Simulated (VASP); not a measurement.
MgF2:

```
CELL_PARAMETERS angstrom
4.62500 0.00000 0.00000
0.00000 4.62500 0.00000
0.00000 0.00000 3.05200
ATOMIC_POSITIONS crystal
Mg 0.00000 0.00000 0.00000
Mg 0.50000 0.50000 0.50000
F 0.30300 0.30300 0.00000
F 0.19700 0.80300 0.50000
F 0.69700 0.69700 0.00000
F 0.80300 0.19700 0.50000
```

```yaml
Program: VASP 6.6.1
Task: relaxation of cell and atoms
Functional: PBE
Potentials_or_basis: VASP PAW PBE potentials, release 64 (Mg, F)
Cutoff: 600 eV
k_mesh: 6 × 6 × 8
Occupations: fermi-dirac, width 0.02 eV
Spin: no spin polarisation
```

At the start: pressure 3.5 GPa; volume 10.88 Å³/atom.

Question: Where does the relaxation end?

Answer: Over 5 steps the energy falls by 4.0 meV/atom and the volume is 11.26 Å³/atom (+3.5 %); space group P4_2/mnm (No. 136, to 0.1 Å) before and after.

Step by step:
| step | energy change (eV) | largest force (eV/Å) | pressure (GPa) | volume (Å³) |
| --- | --- | --- | --- | --- |
| 1 | 0.0000 | 0.0219 | 3.50 | 65.28 |
| 2 | -0.0237 | 0.0395 | -0.03 | 67.55 |
| 3 | -0.0237 | 0.0386 | 0.02 | 67.52 |
| 4 | -0.0240 | 0.0184 | 0.00 | 67.55 |
| 5 | -0.0241 | 0.0003 | 0.00 | 67.58 |

Final structure:
```
Mg F
1.0
     4.68133    0.00000    0.00000
     0.00000    4.68133    0.00000
     0.00000    0.00000    3.08363
Mg F
2 4
Direct
  0.00000 0.00000 0.00000
  0.50000 0.50000 0.50000
  0.30337 0.30337 0.00000
  0.19663 0.80337 0.50000
  0.69663 0.69663 0.00000
  0.80337 0.19663 0.50000
```
